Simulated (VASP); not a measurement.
# NaCl (Pm-3m) in VASP: notebook, part 2 of 2

VASP 6.6.1.

## 3. Single point, r2SCAN

POSCAR

```
NaCl
1.0
    3.4595458397      0.0000000000      0.0000000000
    0.0000000000      3.4595458397      0.0000000000
    0.0000000000      0.0000000000      3.4595458397
Na Cl
1 1
Direct
    0.0000000000      0.0000000000      0.0000000000
    0.5000000000      0.5000000000      0.5000000000
```

INCAR.step1

```
PREC     = Accurate       # precision mode
ENCUT    = 520            # plane-wave cutoff, eV
ISMEAR   = 0              # smearing method
SIGMA    = 0.001          # smearing width, eV
LREAL    = F              # projectors in reciprocal space
LASPH    = T              # aspherical terms in the spheres
NELM     = 80             # most SCF steps
NBANDS   = 14             # bands
GGA      = PE             # functional
ALGO     = Normal         # electronic algorithm
EDIFF    = 1E-4           # SCF threshold, eV
LWAVE    = T              # write WAVECAR
LCHARG   = F              # write CHGCAR
```

INCAR.step2

```
PREC     = Accurate       # precision mode
ENCUT    = 520            # plane-wave cutoff, eV
EDIFF    = 1E-6           # SCF threshold, eV
ISMEAR   = 0              # smearing method
SIGMA    = 0.001          # smearing width, eV
LREAL    = F              # projectors in reciprocal space
LASPH    = T              # aspherical terms in the spheres
NELM     = 80             # most SCF steps
ALGO     = Normal         # electronic algorithm
ISIF     = 2              # what is computed and relaxed
LWAVE    = F              # write WAVECAR
LCHARG   = F              # write CHGCAR
METAGGA  = R2SCAN         # meta-GGA
LMIXTAU  = T            
NBANDS   = 14             # bands
ISTART   = 1
```

KPOINTS

```
Automatic mesh
0
Gamma
  6 6 6
```

Potentials or basis: VASP PAW PBE potentials, release 64 (Na_pv, Cl).

Run with:

```
$ cat potpaw_PBE.64/Na_pv/POTCAR potpaw_PBE.64/Cl/POTCAR > POTCAR
$ cp INCAR.step1 INCAR
$ mpirun -np 1 vasp_std > vasp.out
$ cp INCAR.step2 INCAR
$ mpirun -np 1 vasp_std > vasp.out
```

It used 60 s of CPU time on 1 thread of AMD EPYC 7R13 Processor (Zen 3), with other jobs on the host.

It converged, with:

```
Free energy            : -13.4655 eV
Pressure               : -0.3 GPa
Band gap on the k mesh : 4.95 eV, indirect (least direct gap 5.49 eV)
```

Levels at points of the mesh, in eV from the valence-band top:
```csv
k point,band 5,band 6,band 7,band 8,band 9,band 10
"(0.00, 0.00, 0.00)",-0.54,-0.54,-0.54,4.95,9.14,9.14
"(0.50, 0.00, 0.00)",-3.13,-0.29,-0.29,7.82,9.79,11.24
"(0.50, 0.50, 0.00)",-2.44,-2.44,0.00,6.24,10.73,12.20
"(0.50, 0.50, 0.50)",-2.01,-2.01,-2.01,7.75,7.75,7.75
```

Caveat: the PAW data sets were made with another functional, which shifts forces and pressure a little. r2SCAN opens gaps a little over a GGA but as a rule still falls short of measured ones.

## 4. Single point, r2SCAN

POSCAR is that of step 3.

INCAR.step1

```
PREC     = Accurate       # precision mode
ENCUT    = 520            # plane-wave cutoff, eV
ISMEAR   = 1              # smearing method
SIGMA    = 0.05           # smearing width, eV
LREAL    = False          # projectors in reciprocal space
LASPH    = True           # aspherical terms in the spheres
NELM     = 80             # most SCF steps
NBANDS   = 14             # bands
GGA      = PE             # functional
ALGO     = Normal         # electronic algorithm
EDIFF    = 1E-4           # SCF threshold, eV
LWAVE    = True           # write WAVECAR
LCHARG   = False          # write CHGCAR
```

INCAR.step2

```
PREC     = Accurate       # precision mode
ENCUT    = 520            # plane-wave cutoff, eV
EDIFF    = 1E-6           # SCF threshold, eV
ISMEAR   = 1              # smearing method
SIGMA    = 0.05           # smearing width, eV
LREAL    = False          # projectors in reciprocal space
LASPH    = True           # aspherical terms in the spheres
NELM     = 80             # most SCF steps
ALGO     = Normal         # electronic algorithm
ISIF     = 2              # what is computed and relaxed
LWAVE    = False          # write WAVECAR
LCHARG   = True           # write CHGCAR
METAGGA  = R2SCAN         # meta-GGA
LMIXTAU  = True         
LELF     = True           # ELF
LVHAR    = True         
NBANDS   = 14             # bands
ISTART   = 1
```

KPOINTS

```
regular mesh
0
Gamma
  6 6 6
```

Run with:

```
$ cat potpaw_PBE.64/Na_pv/POTCAR potpaw_PBE.64/Cl/POTCAR > POTCAR
$ cp INCAR.step1 INCAR
$ mpirun -np 1 vasp_std > vasp.out
$ cp INCAR.step2 INCAR
$ mpirun -np 1 vasp_std > vasp.out
```

It used 58 s of CPU time on 1 thread of AMD EPYC 7R13 Processor (Zen 3), on a shared host.

It converged, with:

| Property | Result |
| --- | --- |
| Free energy | -13.4654 eV |
| Pressure | -0.3 GPa |
| Band gap on the k mesh | 4.95 eV, indirect (least direct gap 5.49 eV) |

Levels at points of the mesh, in eV from the valence-band top:
```tsv
k point	band 3	band 4	band 5	band 6	band 7	band 8	band 9	band 10	band 11	band 12
(0.00, 0.00, 0.00)	-22.80	-14.10	-0.54	-0.54	-0.54	4.95	9.14	9.14	16.80	16.80
(0.50, 0.00, 0.00)	-22.79	-13.69	-3.13	-0.29	-0.29	7.82	9.79	11.24	12.73	12.73
(0.50, 0.50, 0.00)	-22.79	-13.39	-2.44	-2.44	0.00	6.24	10.73	12.20	12.20	13.31
(0.50, 0.50, 0.50)	-22.82	-13.08	-2.02	-2.02	-2.02	7.75	7.75	7.75	13.28	17.35
```

Caveat: the PAW data sets were made with another functional, which shifts forces and pressure a little. A k mesh can miss the band edges.

## 5. Single point, r2SCAN

POSCAR is that of step 4.

INCAR.step1

```
PREC = Accurate ; ENCUT = 520
ISMEAR = 0 ; SIGMA = 0.05
LREAL = False ; LASPH = True
NELM = 100 ; NBANDS = 14
GGA = PE ; ALGO = Normal
EDIFF = 1E-4 ; LWAVE = True
LCHARG = False
```

INCAR.step2

```
PREC = Accurate ; ENCUT = 520
EDIFF = 1E-6 ; ISMEAR = 0
SIGMA = 0.05 ; LREAL = False
LASPH = True ; NELM = 100
ALGO = Normal ; ISIF = 2
LWAVE = False ; LCHARG = False
METAGGA = R2SCAN ; LMIXTAU = True
NBANDS = 14 ; ISTART = 1
```

KPOINTS

```
Automatic mesh
0
Gamma
  6 6 6
```

Run with:

```
$ cat potpaw_PBE.64/Na_pv/POTCAR potpaw_PBE.64/Cl/POTCAR > POTCAR
$ cp INCAR.step1 INCAR
$ mpirun -np 1 vasp_std > vasp.out
$ cp INCAR.step2 INCAR
$ mpirun -np 1 vasp_std > vasp.out
```

It used 53 s of CPU time on 1 thread of AMD EPYC 7R13 Processor (Zen 3) (shared host).

The run converged. Its results:

| Item | Value |
| --- | --- |
| Free energy | -13.4655 eV |
| Pressure | -0.3 GPa |
| Band gap on the k mesh | 4.95 eV, indirect (least direct gap 5.49 eV) |

Levels at points of the mesh, in eV from the valence-band top:
```csv
k point,band 4,band 5,band 6,band 7,band 8,band 9,band 10,band 11
"(0.00, 0.00, 0.00)",-14.10,-0.54,-0.54,-0.54,4.95,9.14,9.14,16.80
"(0.50, 0.00, 0.00)",-13.69,-3.13,-0.29,-0.29,7.82,9.79,11.24,12.73
"(0.50, 0.50, 0.00)",-13.39,-2.44,-2.44,0.00,6.24,10.73,12.20,12.20
"(0.50, 0.50, 0.50)",-13.08,-2.01,-2.01,-2.01,7.75,7.75,7.75,13.28
```

Caveat: the PAW data sets were made with another functional, which shifts forces and pressure a little. A k mesh can miss the band edges.

## 6. Single point, r2SCAN

POSCAR is that of step 5.

INCAR.step1

```
SYSTEM = NaCl
ALGO = Normal
EDIFF = 1E-4
ENCUT = 520
GGA = PE
ISMEAR = -1
LASPH = .True.
LCHARG = .False.
LREAL = .False.
LWAVE = .True.
NBANDS = 14
NELM = 100
PREC = Accurate
SIGMA = 0.05
```

INCAR.step2

```
SYSTEM = NaCl
ALGO = Normal
EDIFF = 1E-6
ENCUT = 520
ISIF = 2
ISMEAR = -1
ISTART = 1
LASPH = .True.
LCHARG = .False.
LMIXTAU = .True.
LREAL = .False.
LWAVE = .False.
METAGGA = R2SCAN
NBANDS = 14
NELM = 100
PREC = Accurate
SIGMA = 0.05
```

KPOINTS

```
k-points
0
Gamma
  6 6 6
  0 0 0
```

Potentials or basis: VASP PAW PBE potentials, release 64 (Na_pv, Cl).

Run with:

```
$ cat potpaw_PBE.64/Na_pv/POTCAR potpaw_PBE.64/Cl/POTCAR > POTCAR
$ cp INCAR.step1 INCAR
$ mpirun -np 1 vasp_std > vasp.out
$ cp INCAR.step2 INCAR
$ mpirun -np 1 vasp_std > vasp.out
```

OUTCAR:

```text
SYSTEM = NaCl
   EDIFF = 1E-6
   ENCUT = 520
   ISIF = 2
   ISMEAR = -1
   ISTART = 1
   LASPH = .True.
   LREAL = .False.
   METAGGA = R2SCAN
   NELM = 100
   PREC = Accurate

 ion  position               nearest neighbor table
   1  0.000  0.000  0.000-
   2  0.500  0.500  0.500-

  LATTYP: Found a simple cubic cell.
 ALAT       =     3.4595458397

  Lattice vectors:

[... 517 lines left out ...]
     13      17.6452      0.00000
     14      17.6452      0.00000

------------------------ aborting loop because EDIFF is reached ----------------------------------------

  FORCE on cell =-STRESS in cart. coord.  units (eV):
  Direction    XX          YY          ZZ          XY          YZ          ZX
  --------------------------------------------------------------------------------------
  -------------------------------------------------------------------------------------
  Total       -0.0693163     -0.0693163     -0.0693163      0.0000000      0.0000000     -0.0000000
  in kB       -2.6821848     -2.6821848     -2.6821848      0.0000000      0.0000000     -0.0000000
  external PRESSURE =      -2.6821848 kB  Pullay stress =       0.0000000 kB

 VOLUME and BASIS-vectors are now :
 -----------------------------------------------------------------------------
  energy-cutoff  :      520.00
  volume of cell :       41.41
      direct lattice vectors                 reciprocal lattice vectors
     3.459545840  0.000000000  0.000000000     0.289055282  0.000000000  0.000000000
     0.000000000  3.459545840  0.000000000     0.000000000  0.289055282  0.000000000
     0.000000000  0.000000000  3.459545840     0.000000000  0.000000000  0.289055282

 POSITION                                       TOTAL-FORCE (eV/Angst)
 -----------------------------------------------------------------------------------
      0.00000      0.00000      0.00000         0.000000      0.000000      0.000000
      1.72977      1.72977      1.72977         0.000000      0.000000      0.000000
 -----------------------------------------------------------------------------------
    total drift:                               -0.000000      0.000000      0.000000

  FREE ENERGIE OF THE ION-ELECTRON SYSTEM (eV)
  ---------------------------------------------------
  free  energy   TOTEN  =       -13.4654783293 eV

  energy  without entropy=      -13.4654783293  energy(sigma->0) =      -13.46547833
```

OUTCAR.step1:

```text
SYSTEM = NaCl
   EDIFF = 1E-4
   ENCUT = 520
   GGA = PE
   ISMEAR = -1
   LASPH = .True.
   LREAL = .False.
[... 553 lines left out ...]
      0.00000      0.00000      0.00000         0.000000      0.000000      0.000000
      1.72977      1.72977      1.72977         0.000000      0.000000      0.000000
 -----------------------------------------------------------------------------------
    total drift:                               -0.000000      0.000000      0.000000

  FREE ENERGIE OF THE ION-ELECTRON SYSTEM (eV)
  ---------------------------------------------------
  free  energy   TOTEN  =        -6.4624357476 eV

  energy  without entropy=       -6.4624357475  energy(sigma->0) =       -6.46243575
```

OSZICAR.step1:

```text
N       E                     dE             d eps       ncg     rms          rms(c)
DAV:   1     0.991195835042E+02    0.99120E+02   -0.70674E+03   560   0.108E+03
DAV:   2     0.110429648781E+01   -0.98015E+02   -0.88482E+02   644   0.271E+02
DAV:   3    -0.659245645245E+01   -0.76968E+01   -0.76517E+01   668   0.709E+01
DAV:   4    -0.670796075731E+01   -0.11550E+00   -0.11545E+00   674   0.927E+00
DAV:   5    -0.671048094999E+01   -0.25202E-02   -0.25201E-02   716   0.139E+00    0.234E+00
DAV:   6    -0.649156869633E+01    0.21891E+00   -0.29392E-01   702   0.342E+00    0.167E+00
DAV:   7    -0.646246201263E+01    0.29107E-01   -0.90703E-02   768   0.183E+00    0.115E+00
DAV:   8    -0.646260393584E+01   -0.14192E-03   -0.10624E-02   596   0.940E-01    0.429E-01
DAV:   9    -0.646236793894E+01    0.23600E-03   -0.46200E-04   704   0.162E-01    0.191E-01
DAV:  10    -0.646243574756E+01   -0.67809E-04   -0.22073E-04   602   0.113E-01
   1 F= -.64624357E+01 E0= -.64624357E+01  d E =-.592252E-10
```

It used 49 s of CPU time on 1 thread of AMD EPYC 7R13 Processor (Zen 3), on a shared host.

What came out:

| Item | Value |
| --- | --- |
| Free energy | -13.4655 eV |
| Pressure | -0.3 GPa |
| Band gap on the k mesh | 4.95 eV, indirect (least direct gap 5.49 eV) |

Caveat: the PAW data sets were made with another functional, which shifts forces and pressure a little. A k mesh can miss the band edges.

## 7. Overview

```tsv
smearing	gap on the mesh (eV)	pressure (GPa)
gaussian 0.01 eV	4.95	-0.3
gaussian 0.001 eV	4.95	-0.3
methfessel-paxton 0.05 eV	4.95	-0.3
gaussian 0.05 eV	4.95	-0.3
fermi-dirac 0.05 eV	4.95	-0.3
```

Alike in all rows: task single point; level r2SCAN; potentials or basis VASP PAW PBE potentials, release 64 (Na_pv, Cl); no spin polarisation; cell as given; k mesh 6 × 6 × 6; cutoff (eV) 520.

On the cell as given the gap runs from 4.95 eV (r2SCAN) to 4.95 eV (r2SCAN).

Caveats: the PAW data sets were made with another functional, which shifts forces and pressure a little.

Absolute energies hang on the potentials; compare differences alone.
